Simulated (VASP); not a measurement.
# TiO2 (I4_1/amd) in VASP: further runs, part 2 of 2

VASP 6.6.1. Earlier steps stand in the parts before.

## (3) Single point, PBE

This run uses another cell than the first one, of 10.75 Å³/atom.

Contents of INCAR:

```
SYSTEM = TiO2
PREC     = Accurate       ! precision mode
ENCUT    = 520            ! plane-wave cutoff, eV
EDIFF    = 1E-6           ! SCF threshold, eV
ISMEAR   = 0              ! smearing method
SIGMA    = 0.01           ! smearing width, eV
LREAL    = .FALSE.        ! projectors in reciprocal space
LASPH    = .TRUE.         ! aspherical terms in the spheres
NELM     = 80             ! most SCF steps
ALGO     = Normal         ! electronic algorithm
ISIF     = 2              ! what is computed and relaxed
LWAVE    = .FALSE.        ! write WAVECAR
LCHARG   = .TRUE.         ! write CHGCAR
GGA      = PE             ! functional
LELF     = .TRUE.         ! ELF
LVHAR    = .TRUE.       
NBANDS   = 33             ! bands
```

Contents of KPOINTS:

```
regular mesh
0
G
  8 8 8
  0 0 0
```

Contents of POSCAR:

```
TiO2
1.0
   -1.8578462955      1.8578462955      4.6711760380
    1.8578462955     -1.8578462955      4.6711760380
    1.8578462955      1.8578462955     -4.6711760380
Ti O
2 4
Direct
    0.0000000000      0.0000000000      0.0000000000
    0.7500000000      0.2500000000      0.5000000000
    0.2081000000      0.2081000000      0.0000000000
    0.9581000000      0.4581000000      0.5000000000
    0.5419000000      0.0419000000      0.5000000000
    0.7919000000      0.7919000000      0.0000000000
```

Potentials or basis: VASP PAW PBE potentials, release 64 (Ti_sv, O).

The run is started by

```sh
cat potpaw_PBE.64/Ti_sv/POTCAR potpaw_PBE.64/O/POTCAR > POTCAR
mpirun -np 1 vasp_std > vasp.out
```

OUTCAR:

```text
SYSTEM = TiO2
   PREC = Accurate
   ENCUT = 520
   EDIFF = 1E-6
   ISMEAR = 0
   LREAL = .FALSE.
   LASPH = .TRUE.
   NELM = 80
   ISIF = 2
   GGA = PE

 ion  position               nearest neighbor table
   1  0.000  0.000  0.000-   5 1.90   4 1.90   5 1.90   4 1.90   3 1.94   6 1.94
   2  0.750  0.250  0.500-   6 1.90   3 1.90   6 1.90   3 1.90   4 1.94   5 1.94
   3  0.208  0.208  0.000-   2 1.90   2 1.90   1 1.94
   4  0.958  0.458  0.500-   1 1.90   1 1.90   2 1.94
   5  0.542  0.042  0.500-   1 1.90   1 1.90   2 1.94
   6  0.792  0.792  0.000-   2 1.90   2 1.90   1 1.94

  LATTYP: Found a body centered tetragonal cell.
 ALAT       =     3.7156925910
 C/A-ratio  =     2.5142962845

  Lattice vectors:

 A1 = (  -1.8578462955,   1.8578462955,   4.6711760380)
 A2 = (   1.8578462955,  -1.8578462955,   4.6711760380)
 A3 = (   1.8578462955,   1.8578462955,  -4.6711760380)

Analysis of symmetry for initial positions (statically):
=====================================================================
 Subroutine PRICEL returns:
 Original cell was already a primitive cell.

 Routine SETGRP: Setting up the symmetry group for a
 body centered tetragonal supercell.

 Subroutine GETGRP returns: Found 16 space group operations
 (whereof  8 operations were pure point group operations)
 out of a pool of 16 trial point group operations.

The static configuration has the point symmetry D_2d.
 The point group associated with its full space group is D_4h.

Analysis of symmetry for dynamics (positions and initial velocities):
=====================================================================
 Subroutine PRICEL returns:
 Original cell was already a primitive cell.

 Routine SETGRP: Setting up the symmetry group for a
 body centered tetragonal supercell.

 Subroutine GETGRP returns: Found 16 space group operations
 (whereof  8 operations were pure point group operations)
 out of a pool of 16 trial point group operations.

The dynamic configuration has the point symmetry D_2d.
 The point group associated with its full space group is D_4h.

 Subroutine INISYM returns: Found 16 space group operations
 (whereof  8 operations are pure point group operations),
 and found     1 'primitive' translations

----------------------------------------------------------------------------------------

                                     Primitive cell

  volume of cell :      64.4920

  direct lattice vectors                    reciprocal lattice vectors
    -1.857846295  1.857846295  4.671176038     0.000000000  0.269128830  0.107039426
     1.857846295 -1.857846295  4.671176038     0.269128830  0.000000000  0.107039426
     1.857846295  1.857846295 -4.671176038     0.269128830  0.269128830  0.000000000

  length of vectors
     5.359390944  5.359390944  5.359390944     0.289633848  0.289633848  0.380605642

  position of ions in fractional coordinates (direct lattice)
     0.000000000  0.000000000  0.000000000
     0.750000000  0.250000000  0.500000000
     0.208100000  0.208100000  0.000000000
     0.958100000  0.458100000  0.500000000
     0.541900000  0.041900000  0.500000000
     0.791900000  0.791900000  0.000000000

  ion indices of the primitive-cell ions
   primitive index   ion index
[... 35 lines left out ...]
  0.000000  0.000000  0.000000      1.000000
  0.125000 -0.000000  0.000000      8.000000
  0.250000 -0.000000  0.000000      8.000000
  0.375000  0.000000  0.000000      8.000000
  0.500000 -0.000000  0.000000      4.000000
  0.125000  0.125000  0.000000      8.000000
[... 16 lines left out ...]
  0.250000  0.125000  0.125000     16.000000
  0.375000  0.125000  0.125000      8.000000
 [... further k-points ...]
   k-points           NKPTS =     59   k-points in BZ     NKDIM =     59   number of bands    NBANDS=     33
   number of dos      NEDOS =    301   number of ions     NIONS =      6
   total plane-waves  NPLWV =  64000
   dimension x,y,z NGX =    40 NGY =   40 NGZ =   40
   dimension x,y,z NGXF=    80 NGYF=   80 NGZF=   80
   ions per type =               2   4
   NGX,Y,Z   is equivalent  to a cutoff of  12.41, 12.41, 12.41 a.u.
   NGXF,Y,Z  is equivalent  to a cutoff of  24.82, 24.82, 24.82 a.u.
 SYSTEM =  TiO2
   PREC   = accura    normal or accurate (medium, high low for compatibility)
   ISTART =      0    job   : 0-new  1-cont  2-samecut
   ICHARG =      2    charge: 1-file 2-atom 10-const
   ISPIN  =      1    spin polarized calculation?
   LNONCOLLINEAR =      F non collinear calculations
   LSORBIT =      F    spin-orbit coupling
   LASPH  =      T    aspherical Exc in radial PAW
   ENCUT  =  520.0 eV  38.22 Ry    6.18 a.u.   9.96  9.96  9.96*2*pi/ulx,y,z
   NELM   =     80;   NELMIN=  2; NELMDL= -5     # of ELM steps
   EDIFF  = 0.1E-05   stopping-criterion for ELM
   LREAL  =      F    real-space projection
   EDIFFG = 0.1E-04   stopping-criterion for IOM
   NSW    =      0    number of steps for IOM
   IBRION =     -1    ionic relax: 0-MD 1-quasi-New 2-CG
   NFREE  =      0    steps in history (QN), initial steepest desc. (CG)
   ISIF   =      2    stress and relaxation
   ISYM   =      2    0-nonsym 1-usesym 2-fastsym
   POTIM  = 0.5000    time-step for ionic-motion
   TEBEG  =    0.0;   TEEND  =   0.0 temperature during run
   PSTRESS=    0.0 pullay stress
   NELECT =      48.0000    total number of electrons
   NUPDOWN=      -1.0000    fix difference up-down
   EMIN   =  10.00;   EMAX   =-10.00  energy-range for DOS
   EFERMI =   0.00;   METHOD = LEGACY
   ISMEAR =     0;   SIGMA  =   0.01  broadening in eV -4-tet -1-fermi 0-gaus
   EFERMI_NEDOS =   21; number of points for ismear=-14 and -15
   IALGO  =     38    algorithm
   IMIX   =      4    mixing-type and parameters
     AMIX     =   0.40;   BMIX     =  1.00
     AMIX_MAG =   1.60;   BMIX_MAG =  1.00
  volume/ion in A,a.u.               =      10.75        72.54
  Fermi-wavevector in a.u.,A,eV,Ry     =   1.483611  2.803618 29.947797  2.201101
  Thomas-Fermi vector in A             =   2.597251
   LORBIT       =      0    0 simple, 1 ext, 2 COOP (PROOUT), +10 PAW based schemes
   GGA     = PE    functional components
   LHFCALC =     F    Hartree Fock is set to
   AEXX    =    0.0000 exact exchange contribution
   IVDW    =     0    specifies the selected vdW correction
   LEPSILON=     F    determine dielectric tensor
   LRPA    =     F    only Hartree local field effects (RPA)
 non-spin polarized calculation
 Gauss-broadening in eV      SIGMA  =   0.01
  energy-cutoff  :      520.00
  volume of cell :       64.49
 maximum number of plane-waves:      1752
   NGX = 19   NGY = 19   NGZ = 19

 number of electron      48.0000001 magnetization

 Free energy of the ion-electron system (eV)
  ---------------------------------------------------
  ext. energy  EPLUGINS =         0.00000000
  ---------------------------------------------------
  free energy    TOTEN  =       -53.53421811 eV

  energy without entropy =      -53.53421811  energy(sigma->0) =      -53.53421811

 E-fermi :   3.9859     XC(G=0): -11.0195

 val. band max:        3.8689170778   @ k =   0.5000   0.5000   0.0000
 cond. band min:       6.1313000842   @ k =   0.0000   0.0000   0.0000
 fundamental gap:      2.2623830064
 Fermi energy:         3.9858533125

 k-point     1 :       0.0000    0.0000    0.0000
  band No.  band energies     occupation
      1     -52.2620      2.00000
      2     -52.1835      2.00000
      3     -28.8204      2.00000
      4     -28.5234      2.00000
      5     -28.5234      2.00000
      6     -28.4347      2.00000
[... 853 lines left out ...]
     32      11.0827      0.00000
     33      11.6840      0.00000

 [... further k-points ...]

------------------------ aborting loop because EDIFF is reached ----------------------------------------

  FORCE on cell =-STRESS in cart. coord.  units (eV):
  Direction    XX          YY          ZZ          XY          YZ          ZX
  --------------------------------------------------------------------------------------
  -------------------------------------------------------------------------------------
  Total        7.7517758      7.7517758      8.6751265      0.0000000      0.0000000      0.0000000
  in kB      192.5777019    192.5777019    215.5165418      0.0000000      0.0000000      0.0000000
  external PRESSURE =     200.2239818 kB  Pullay stress =       0.0000000 kB

 VOLUME and BASIS-vectors are now :
 -----------------------------------------------------------------------------
  energy-cutoff  :      520.00
  volume of cell :       64.49
      direct lattice vectors                 reciprocal lattice vectors
    -1.857846295  1.857846295  4.671176038     0.000000000  0.269128830  0.107039426
     1.857846295 -1.857846295  4.671176038     0.269128830  0.000000000  0.107039426
     1.857846295  1.857846295 -4.671176038     0.269128830  0.269128830  0.000000000

 POSITION                                       TOTAL-FORCE (eV/Angst)
 -----------------------------------------------------------------------------------
      0.00000      0.00000      0.00000        -0.000000     -0.000000      0.000000
      0.00000      1.85785      2.33559        -0.000000     -0.000000      0.000000
      0.00000      0.00000      1.94414         0.000000     -0.000000      0.482622
      0.00000      1.85785      4.27973        -0.000000      0.000000      0.482622
      0.00000      1.85785      0.39144        -0.000000      0.000000     -0.482622
      0.00000      0.00000      7.39821         0.000000     -0.000000     -0.482622
 -----------------------------------------------------------------------------------
    total drift:                                0.000000      0.000000     -0.000000

  FREE ENERGIE OF THE ION-ELECTRON SYSTEM (eV)
  ---------------------------------------------------
  free  energy   TOTEN  =       -53.5342181141 eV

  energy  without entropy=      -53.5342181141  energy(sigma->0) =      -53.53421811
```

Wall time 2.9 min (1 thread of Intel Xeon Platinum 8124M at 3.00GHz (Skylake/Cascade Lake), shared host); peak memory 0.29 GiB.

Results:

| Property | Result |
| --- | --- |
| Free energy | -53.5342 eV |
| Pressure | 20.0 GPa |
| Largest force | 0.483 eV/Å |
| Band gap on the k mesh | 2.26 eV (least direct gap 2.56 eV) |

Forces in eV/Å, atoms in the order of the input:
```
Ti   0.000  0.000  0.000
Ti   0.000  0.000  0.000
O    0.000  0.000  0.483
O    0.000  0.000  0.483
O    0.000  0.000 -0.483
O    0.000  0.000 -0.483
```

Stress tensor (GPa, compression positive):
```
19.26  0.00  0.00
 0.00 19.26  0.00
 0.00  0.00 21.55
```

Caveat: the cell stands under pressure. A hybrid or GW would open this gap; PBE tends to underestimate it.
